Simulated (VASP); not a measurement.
# TiZn4N (P3m1) in VASP: further runs

The runs below take TiZn4N through single point, with PBE.

Program: VASP 6.6.1. These are calculated values, not measurements. Logs are shortened: lines on timing, memory, paths and dates and some standing lists are left out, and cuts for length are marked.

## (1) The cell of the first run

It takes space group P3m1 (No. 156, trigonal). The conventional cell has a = 3.017 Å, b = 3.017 Å, c = 11.113 Å, α = 90.00°, β = 90.00°, γ = 120.00°. Within 2.6 Å of Ti (site symmetry 3m) lie 3 N at 1.96 Å. Zn (site symmetry 3m) has 12 Zn at 2.70 to 3.02 Å within 3.6 Å. Zn (site symmetry 3m) has 9 Zn at 2.75 to 3.02 Å and 3 Ti at 2.89 Å and 1 N at 3.20 Å within 3.6 Å. Zn (site symmetry 3m) has 3 N at 2.43 Å and 9 Zn at 2.67 to 3.02 Å and 3 Ti at 3.12 Å within 3.2 Å. Within 3.5 Å of Zn (site symmetry 3m) lie 12 Zn at 2.67 to 3.02 Å. N (site symmetry 3m) has 3 Ti at 1.96 Å and 3 Zn at 2.43 Å within 2.6 Å.

## (2) Single point, PBE

The input, INCAR:

```
PREC = Accurate
ENCUT = 520
EDIFF = 1E-6
ISMEAR = 0
SIGMA = 0.1
LREAL = F
LASPH = T
NELM = 100
ALGO = Normal
ISIF = 2
LWAVE = F
LCHARG = F
GGA = PE
NBANDS = 42
```

The input, KPOINTS:

```
regular mesh
0
Gamma
  12 12 4
```

The input, POSCAR:

```
TiZn4N
1.0
    3.0173947883      0.0000000000      0.0000000000
   -1.5086973941      2.6131405399      0.0000000000
    0.0000000000      0.0000000000     11.1134876958
Ti Zn N
1 4 1
Direct
    0.0000000000      0.0000000000      0.0048322470
    0.3333333333      0.6666666667      0.6055999653
    0.6666666667      0.3333333333      0.7975784939
    0.3333333333      0.6666666667      0.2374146072
    0.0000000000      0.0000000000      0.4194476348
    0.6666666667      0.3333333333      0.0851270518
```

Potentials or basis: VASP PAW PBE potentials, release 64 (Ti_sv, Zn, N).

Run with:

```sh
$ cat potpaw_PBE.64/Ti_sv/POTCAR potpaw_PBE.64/Zn/POTCAR potpaw_PBE.64/N/POTCAR > POTCAR
$ mpirun -np 1 vasp_std > vasp.out
```

OUTCAR:

```text
PREC = Accurate
   ENCUT = 520
   EDIFF = 1E-6
   ISMEAR = 0
   LREAL = F
   LASPH = T
   NELM = 100
   ISIF = 2
   GGA = PE

 ion  position               nearest neighbor table
   1  0.000  0.000  0.005-   6 1.96   6 1.96   6 1.96   3 2.89   3 2.89   3 2.89
   2  0.333  0.667  0.606-   5 2.70   5 2.70   5 2.70   3 2.75   3 2.75   3 2.75
   3  0.667  0.333  0.798-   2 2.75   2 2.75   2 2.75   1 2.89   1 2.89   1 2.89
   4  0.333  0.667  0.237-   5 2.67   5 2.67   5 2.67
   5  0.000  0.000  0.419-   4 2.67   4 2.67   4 2.67   2 2.70   2 2.70   2 2.70
   6  0.667  0.333  0.085-   1 1.96   1 1.96   1 1.96

  LATTYP: Found a hexagonal cell.
 ALAT       =     3.0173947883
 C/A-ratio  =     3.6831400846

  Lattice vectors:

 A1 = (   3.0173947883,   0.0000000000,   0.0000000000)
 A2 = (  -1.5086973941,   2.6131405399,   0.0000000000)
 A3 = (   0.0000000000,   0.0000000000,  11.1134876958)

Analysis of symmetry for initial positions (statically):
=====================================================================
 Subroutine PRICEL returns:
 Original cell was already a primitive cell.

 Routine SETGRP: Setting up the symmetry group for a
 hexagonal supercell.

 Subroutine GETGRP returns: Found  6 space group operations
 (whereof  6 operations were pure point group operations)
 out of a pool of 24 trial point group operations.

The static configuration has the point symmetry C_3v.

Analysis of symmetry for dynamics (positions and initial velocities):
=====================================================================
 Subroutine PRICEL returns:
 Original cell was already a primitive cell.

 Routine SETGRP: Setting up the symmetry group for a
 hexagonal supercell.

 Subroutine GETGRP returns: Found  6 space group operations
 (whereof  6 operations were pure point group operations)
 out of a pool of 24 trial point group operations.

The dynamic configuration has the point symmetry C_3v.

 Subroutine INISYM returns: Found  6 space group operations
 (whereof  6 operations are pure point group operations),
 and found     1 'primitive' translations

----------------------------------------------------------------------------------------

                                     Primitive cell

  volume of cell :      87.6285

  direct lattice vectors                    reciprocal lattice vectors
     3.017394788  0.000000000  0.000000000     0.331411721  0.191340646  0.000000000
    -1.508697394  2.613140540  0.000000000     0.000000000  0.382681293  0.000000000
     0.000000000  0.000000000 11.113487696     0.000000000  0.000000000  0.089980754

  length of vectors
     3.017394788  3.017394788 11.113487696     0.382681293  0.382681293  0.089980754

  position of ions in fractional coordinates (direct lattice)
     0.000000000  0.000000000  0.004832247
     0.333333333  0.666666667  0.605599965
     0.666666667  0.333333333  0.797578494
     0.333333333  0.666666667  0.237414607
     0.000000000  0.000000000  0.419447635
     0.666666667  0.333333333  0.085127052

  ion indices of the primitive-cell ions
   primitive index   ion index
                 1           1
                 2           2
                 3           3
                 4           4
                 5           5
                 6           6

----------------------------------------------------------------------------------------

 KPOINTS: regular mesh

Automatic generation of k-mesh.
 Grid dimensions read from file:
 generate k-points for:   12   12    4

 Generating k-lattice:

  Cartesian coordinates                     Fractional coordinates (reciprocal lattice)
     0.027617643  0.015945054  0.000000000     0.083333333 -0.000000000  0.000000000
     0.000000000  0.031890108  0.000000000     0.000000000  0.083333333  0.000000000
     0.000000000  0.000000000  0.022495188     0.000000000  0.000000000  0.250000000

  Length of vectors
     0.031890108  0.031890108  0.022495188

  Shift w.r.t. Gamma in fractional coordinates (k-lattice)
     0.000000000  0.000000000  0.000000000

 Subroutine IBZKPT returns following result:
 ===========================================

 Found     69 irreducible k-points:

 Following reciprocal coordinates:
            Coordinates               Weight
  0.000000  0.000000  0.000000      1.000000
  0.083333  0.000000  0.000000      6.000000
  0.166667  0.000000  0.000000      6.000000
  0.250000  0.000000  0.000000      6.000000
  0.333333  0.000000  0.000000      6.000000
  0.416667  0.000000  0.000000      6.000000
[... 16 lines left out ...]
  0.166667  0.000000  0.250000      6.000000
  0.000000  0.166667  0.250000      6.000000
 [... further k-points ...]
   k-points           NKPTS =     69   k-points in BZ     NKDIM =     69   number of bands    NBANDS=     42
   number of dos      NEDOS =    301   number of ions     NIONS =      6
   total plane-waves  NPLWV =  48384
   dimension x,y,z NGX =    24 NGY =   24 NGZ =   84
   dimension x,y,z NGXF=    48 NGYF=   48 NGZF=  168
   ions per type =               1   4   1
   NGX,Y,Z   is equivalent  to a cutoff of  13.22, 13.22, 12.57 a.u.
   NGXF,Y,Z  is equivalent  to a cutoff of  26.45, 26.45, 25.13 a.u.
 SYSTEM =  unknown system
   PREC   = accura    normal or accurate (medium, high low for compatibility)
   ISTART =      0    job   : 0-new  1-cont  2-samecut
   ICHARG =      2    charge: 1-file 2-atom 10-const
   ISPIN  =      1    spin polarized calculation?
   LNONCOLLINEAR =      F non collinear calculations
   LSORBIT =      F    spin-orbit coupling
   LASPH  =      T    aspherical Exc in radial PAW
   ENCUT  =  520.0 eV  38.22 Ry    6.18 a.u.   5.61  5.61 20.66*2*pi/ulx,y,z
   NELM   =    100;   NELMIN=  2; NELMDL= -5     # of ELM steps
   EDIFF  = 0.1E-05   stopping-criterion for ELM
   LREAL  =      F    real-space projection
   EDIFFG = 0.1E-04   stopping-criterion for IOM
   NSW    =      0    number of steps for IOM
   IBRION =     -1    ionic relax: 0-MD 1-quasi-New 2-CG
   NFREE  =      0    steps in history (QN), initial steepest desc. (CG)
   ISIF   =      2    stress and relaxation
   ISYM   =      2    0-nonsym 1-usesym 2-fastsym
   POTIM  = 0.5000    time-step for ionic-motion
   TEBEG  =    0.0;   TEEND  =   0.0 temperature during run
   PSTRESS=    0.0 pullay stress
   NELECT =      65.0000    total number of electrons
   NUPDOWN=      -1.0000    fix difference up-down
   EMIN   =  10.00;   EMAX   =-10.00  energy-range for DOS
   EFERMI =   0.00;   METHOD = LEGACY
   ISMEAR =     0;   SIGMA  =   0.10  broadening in eV -4-tet -1-fermi 0-gaus
   EFERMI_NEDOS =   21; number of points for ismear=-14 and -15
   IALGO  =     38    algorithm
   IMIX   =      4    mixing-type and parameters
     AMIX     =   0.40;   BMIX     =  1.00
     AMIX_MAG =   1.60;   BMIX_MAG =  1.00
  volume/ion in A,a.u.               =      14.60        98.56
  Fermi-wavevector in a.u.,A,eV,Ry     =   1.481941  2.800462 29.880415  2.196149
  Thomas-Fermi vector in A             =   2.595789
   LORBIT       =      0    0 simple, 1 ext, 2 COOP (PROOUT), +10 PAW based schemes
   GGA     = PE    functional components
   LHFCALC =     F    Hartree Fock is set to
   AEXX    =    0.0000 exact exchange contribution
   IVDW    =     0    specifies the selected vdW correction
   LEPSILON=     F    determine dielectric tensor
   LRPA    =     F    only Hartree local field effects (RPA)
 non-spin polarized calculation
 Gauss-broadening in eV      SIGMA  =   0.10
  energy-cutoff  :      520.00
  volume of cell :       87.63
 maximum number of plane-waves:      2393
 NGX is ok and might be reduce to    24
   NGX = 11   NGY = 11   NGZ = 41

 number of electron      65.0000010 magnetization

 Free energy of the ion-electron system (eV)
  ---------------------------------------------------
  ext. energy  EPLUGINS =         0.00000000
  ---------------------------------------------------
  free energy    TOTEN  =       -21.95626175 eV

  energy without entropy =      -21.94664219  energy(sigma->0) =      -21.95145197

 E-fermi :   4.2688     XC(G=0): -11.4028

 val. band max:        4.2625653122   @ k =   0.4167   0.1667   0.0000
 cond. band min:       4.2840861528   @ k =   0.4167   0.0833   0.5000
 fundamental gap:      0.0215208406
 Fermi energy:         4.2687655181

 k-point     1 :       0.0000    0.0000    0.0000
  band No.  band energies     occupation
      1     -53.1132      2.00000
      2     -29.4471      2.00000
      3     -29.1849      2.00000
      4     -29.1849      2.00000
      5     -11.3988      2.00000
      6      -5.1214      2.00000
[... 34 lines left out ...]
     41      15.7139      0.00000
     42      15.8732      0.00000

 k-point     2 :       0.0833    0.0000    0.0000
  band No.  band energies     occupation
      1     -53.1091      2.00000
      2     -29.4425      2.00000
      3     -29.2167      2.00000
      4     -29.1919      2.00000
      5     -11.3289      2.00000
      6      -4.9768      2.00000
[... 34 lines left out ...]
     41      13.9601      0.00000
     42      14.9260      0.00000

 k-point     3 :       0.1667    0.0000    0.0000
  band No.  band energies     occupation
      1     -53.0979      2.00000
      2     -29.4319      2.00000
      3     -29.3008      2.00000
      4     -29.2109      2.00000
      5     -11.1376      2.00000
      6      -4.5697      2.00000
[... 34 lines left out ...]
     41      11.6704      0.00000
     42      12.3637      0.00000

 k-point     4 :       0.2500    0.0000    0.0000
  band No.  band energies     occupation
      1     -53.0825      2.00000
      2     -29.4506      2.00000
      3     -29.3806      2.00000
      4     -29.2368      2.00000
      5     -10.8757      2.00000
      6      -4.0596      2.00000
[... 844 lines left out ...]
     41      13.9406      0.00000
     42      14.9758      0.00000

 k-point    23 :       0.1667    0.0000    0.2500
  band No.  band energies     occupation
      1     -53.0979      2.00000
      2     -29.4319      2.00000
      3     -29.3008      2.00000
      4     -29.2109      2.00000
      5     -11.1375      2.00000
      6      -4.5997      2.00000
[... 34 lines left out ...]
     41      12.1590      0.00000
     42      12.7609      0.00000

 k-point    24 :       0.0000    0.1667    0.2500
  band No.  band energies     occupation
      1     -53.0979      2.00000
      2     -29.4319      2.00000
      3     -29.3008      2.00000
      4     -29.2109      2.00000
      5     -11.1375      2.00000
      6      -4.6052      2.00000
[... 34 lines left out ...]
     41      12.3771      0.00000
     42      12.5637      0.00000

 [... further k-points ...]
[... 5 lines left out ...]
  --------------------------------------------------------------------------------------
  -------------------------------------------------------------------------------------
  Total        0.1335827      0.1335827      0.1497873      0.0000000      0.0000000      0.0000000
  in kB        2.4423933      2.4423933      2.7386745      0.0000000      0.0000000      0.0000000
  external PRESSURE =       2.5411537 kB  Pullay stress =       0.0000000 kB

 VOLUME and BASIS-vectors are now :
 -----------------------------------------------------------------------------
  energy-cutoff  :      520.00
  volume of cell :       87.63
      direct lattice vectors                 reciprocal lattice vectors
     3.017394788  0.000000000  0.000000000     0.331411721  0.191340646  0.000000000
    -1.508697394  2.613140540  0.000000000     0.000000000  0.382681293  0.000000000
     0.000000000  0.000000000 11.113487696     0.000000000  0.000000000  0.089980754

 POSITION                                       TOTAL-FORCE (eV/Angst)
 -----------------------------------------------------------------------------------
      0.00000      0.00000      0.05370        -0.000000     -0.000000     -0.040522
     -0.00000      1.74209      6.73033         0.000000      0.000000      0.002937
      1.50870      0.87105      8.86388        -0.000000     -0.000000      0.007398
     -0.00000      1.74209      2.63850        -0.000000     -0.000000      0.003294
      0.00000      0.00000      4.66153        -0.000000     -0.000000     -0.001933
      1.50870      0.87105      0.94606         0.000000     -0.000000      0.028827
 -----------------------------------------------------------------------------------
    total drift:                               -0.000001     -0.000000     -0.000400

  FREE ENERGIE OF THE ION-ELECTRON SYSTEM (eV)
  ---------------------------------------------------
  free  energy   TOTEN  =       -21.9562617515 eV

  energy  without entropy=      -21.9466421889  energy(sigma->0) =      -21.95145197
```

It took 6.2 min on 1 thread of Intel Xeon 8259CL, shared host; peak memory 0.36 GiB.

What came out:

| Quantity | Value |
| --- | --- |
| Free energy | -21.9563 eV |
| Pressure | 0.3 GPa |
| Largest force | 0.041 eV/Å |
| Band gap on the k mesh | zero (an odd number of electrons rules out a gap without spin polarisation) |

Forces on the atoms (eV/Å):
```
Ti   0.000  0.000 -0.041
Zn   0.000  0.000  0.003
Zn   0.000  0.000  0.007
Zn   0.000  0.000  0.003
Zn   0.000  0.000 -0.002
N    0.000  0.000  0.029
```

## (3) Single point, PBE, collinear spin

This run uses another cell than the first one, of 14.81 Å³/atom.

The input, INCAR:

```
  PREC = Accurate
  ENCUT = 520
  EDIFF = 1E-6
  ISMEAR = 0
  SIGMA = 0.2
  LREAL = F
  LASPH = T
  NELM = 150
  ALGO = Normal
  ISIF = 2
  LWAVE = F
  LCHARG = T
  ISPIN = 2
  MAGMOM = 1 0 0 0 0 0
  LORBIT = 11
  LMAXMIX = 4
  GGA = PE
  LELF = T
  LVHAR = T
  NBANDS = 46
```

The input, KPOINTS:

```
regular mesh
0
Gamma
  6 6 2
```

The input, POSCAR:

```
TiZn4N
1.0
    3.0364200760      0.0000000000      0.0000000000
   -1.5182100380      2.6296169224      0.0000000000
    0.0000000000      0.0000000000     11.1256764721
Ti Zn N
1 4 1
Direct
    0.0000000000      0.0000000000      0.0030956627
    0.3333333333      0.6666666667      0.6028947646
    0.6666666667      0.3333333333      0.7941671684
    0.3333333333      0.6666666667      0.2470707042
    0.0000000000      0.0000000000      0.4258551165
    0.6666666667      0.3333333333      0.0769165836
```

Potentials or basis: VASP PAW PBE potentials, release 64 (Ti_sv, Zn, N).

Run with:

```sh
$ cat potpaw_PBE.64/Ti_sv/POTCAR potpaw_PBE.64/Zn/POTCAR potpaw_PBE.64/N/POTCAR > POTCAR
$ mpirun -np 1 vasp_std > vasp.out
```

It took 3.3 min on 1 thread of Intel Xeon 8259CL, shared host; peak memory 0.29 GiB.

It converged, with:

| Property | Result |
| --- | --- |
| Free energy | -21.9438 eV |
| Pressure | 0.6 GPa |
| Largest force | 0.065 eV/Å |
| Net moment | 0.00 μB per cell |
| Valence electrons inside the program's atomic spheres | Ti 10.44; Zn 10.72, 10.70, 10.65, 10.75; N 3.73 |

Forces on the atoms (eV/Å):
```
Ti   0.000  0.000 -0.065
Zn   0.000  0.000  0.032
Zn   0.000  0.000 -0.017
Zn   0.000  0.000  0.010
Zn   0.000  0.000 -0.008
N    0.000  0.000  0.048
```

Stress tensor (GPa, compression positive):
```
0.75 0.00 0.00
0.00 0.75 0.00
0.00 0.00 0.29
```

Levels at points of the mesh, in eV from the Fermi level:
Spin up:
```
           k point  band 29  band 30  band 31  band 32  band 33  band 34  band 35  band 36
(0.00, 0.00, 0.00)    -5.14    -4.19    -4.19    -1.85     0.84     1.25     1.25     3.26
(0.50, 0.00, 0.00)    -3.19    -2.93    -2.33    -1.24    -0.74    -0.25     0.90     2.09
(0.00, 0.00, 0.50)    -4.20    -4.19    -4.19    -2.60     1.25     1.25     1.40     3.82
(0.50, 0.00, 0.50)    -3.18    -2.84    -2.34    -1.65    -0.37    -0.17     0.98     1.97
```
Spin down:
| k point | band 30 | band 31 | band 32 | band 33 | band 34 | band 35 |
| --- | --- | --- | --- | --- | --- | --- |
| (0.00, 0.00, 0.00) | -4.19 | -4.19 | -1.85 | 0.84 | 1.25 | 1.25 |
| (0.50, 0.00, 0.00) | -2.93 | -2.33 | -1.24 | -0.74 | -0.25 | 0.90 |
| (0.00, 0.00, 0.50) | -4.19 | -4.19 | -2.60 | 1.25 | 1.25 | 1.40 |
| (0.50, 0.00, 0.50) | -2.84 | -2.34 | -1.65 | -0.37 | -0.16 | 0.98 |

Caveat: the k points lie up to 0.40 Å⁻¹ apart.
